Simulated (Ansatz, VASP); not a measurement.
Two plane-wave programs on Si2Ni

```
Ni Si
1.0
     0.00000    2.70300    2.70300
     2.70300    0.00000    2.70300
     2.70300    2.70300    0.00000
Ni Si
1 2
Direct
  0.00000 0.00000 0.00000
  0.75000 0.75000 0.75000
  0.25000 0.25000 0.25000
```

Alike in both runs: task electric field gradients; functional revPBE; k mesh 9 × 9 × 9; occupations fermi-dirac, width 0.025 eV; collinear spin; Hubbard terms Ni d U = 3.0 eV.

|  | VASP | Ansatz |
| --- | --- | --- |
| version | VASP 6.6.1 | Ansatz 0.2.0 |
| potentials or method | VASP PAW PBE potentials, release 64 (Ni, Si) | Ansatz PAW |
| plane-wave cutoff (eV) | 520 | 420 |
| valence electrons in the cell | 18 | 26 |

VASP gave:

```
gap on the k mesh at the Fermi level (eV) : none
pressure (GPa)                            : 2.9
net moment per atom (μB)                  : 0.00
```

What did Ansatz give for the same quantities?

gap on the k mesh at the Fermi level (eV): none; pressure (GPa): 5.0; net moment per atom (μB): 0.00.

VASP's potentials were made for PBE, not for revPBE. The programs project onto different local orbitals, so the same U acts differently, and such runs can settle in different states. A gap of «none» marks a metal or a gap that the smearing closes. VASP's potentials hold 18 valence electrons a cell and Ansatz's 26, so a difference there can come from the potentials and not from the codes.

Noted on Ansatz's run: the magnetic or orbital state may not be the lowest.
